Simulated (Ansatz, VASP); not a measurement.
One calculation of RbAgBr2, two programs

```
CELL_PARAMETERS angstrom
4.51799 0.00000 0.00000
0.00000 4.51799 0.00000
0.00000 0.00000 6.35632
ATOMIC_POSITIONS crystal
Rb 0.00000 0.00000 0.00000
Br 0.00000 0.00000 0.50000
Br 0.50000 0.50000 0.00000
Ag 0.50000 0.50000 0.50000
```

Alike in both runs: task single point; functional PBE; k mesh 6 × 6 × 4; no spin polarisation.

|  | VASP | Ansatz |
| --- | --- | --- |
| version | VASP 6.6.1 | Ansatz 0.2.0 |
| potentials or method | VASP PAW PBE potentials, release 64 (Rb_sv, Br, Ag) | plane waves, PAW |
| plane-wave cutoff (eV) | 520 | 420 |
| occupations | gaussian, width 0.01 eV | fixed |
| valence electrons in the cell | 34 | 42 |

```tsv
	VASP	Ansatz	Ansatz less VASP
gap on the k mesh at the Fermi level (eV)	1.18	1.19	+0.002
pressure (GPa)	0.8	0.8	-0.03
```

VASP's potentials hold 34 valence electrons a cell and Ansatz's 42, so a difference there can come from the potentials and not from the codes.
